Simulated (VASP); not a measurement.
## Pb: single point with LDA

Pb:

```
Pb
1.0
     3.09820   -1.78465    0.00000
     3.09820    1.78465    0.00000
    -2.15695    0.00000    6.21477
Pb
2
Cartesian
  4.0629 0.0000 4.5137
  -0.0235 0.0000 1.7010
```

```
Program             : VASP 6.6.1
Task                : single point
Functional          : LDA
Potentials or basis : VASP PAW LDA potentials, release 64 (Pb_d)
Cutoff              : 520 eV
k mesh              : 9 × 9 × 5
Occupations         : fermi-dirac, width 0.05 eV
Spin                : no spin polarisation
```

```yaml
Pressure: -4.9 GPa
Largest_force: 0.259 eV/Å
Band_gap_on_the_k_mesh: zero (bands 14 and 15 overlap by 7.11 eV)
```

Forces on the atoms (eV/Å):
```
Pb   0.022  0.000 -0.258
Pb  -0.022  0.000  0.258
```

Stress tensor (GPa, compression positive):
```
-4.78  0.00 -0.01
 0.00 -4.81  0.00
-0.01  0.00 -5.01
```

Levels at points of the mesh, in eV from the Fermi level:
```csv
k point,band 10,band 11,band 12,band 13,band 14,band 15,band 16,band 17,band 18,band 19
"(0.00, 0.00, 0.00)",-16.73,-11.09,-8.30,-3.68,5.84,5.99,6.04,6.10,6.21,8.87
```

Wall time 74 s on 1 thread of Intel(R) Xeon(R) Platinum 8488C (Sapphire Rapids), on a shared host, peak memory 0.25 GiB.

Caveat: the cell stands under tension; spin-orbit coupling is left out, which moves the levels of the heavy elements.
